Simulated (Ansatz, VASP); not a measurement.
## One calculation of Al, two programs

```
Al
1.0
     0.00000    1.99086    1.99086
     1.99086    0.00000    1.99086
     1.99086    1.99086    0.00000
Al
1
Direct
  0.00000 0.00000 0.00000
```

Alike in both runs: functional LDA; k mesh 24 × 24 × 24; occupations methfessel-paxton of order 1, width 0.1 eV; no spin polarisation.

Ansatz relaxed the structure, and its values are those at the end. VASP's run is a single point on that final structure, the one shown.

|  | VASP | Ansatz |
| --- | --- | --- |
| version | VASP 6.6.1 | Ansatz 0.2.0 |
| potentials or method | VASP PAW LDA potentials, release 64 (Al) | scalar-relativistic, plane waves, PAW |
| plane-wave cutoff (eV) | 520 | 420 |
| valence electrons in the cell | 3 | 3 |

|  | VASP | Ansatz | Ansatz less VASP |
| --- | --- | --- | --- |
| gap on the k mesh at the Fermi level (eV) | none | none | - |
| pressure (GPa) | 0.1 | 0.0 | -0.07 |

LDA's correlation is that of Perdew and Zunger in VASP and of Perdew and Wang (1992) in Ansatz. A gap of «none» marks a metal or a gap that the smearing closes.
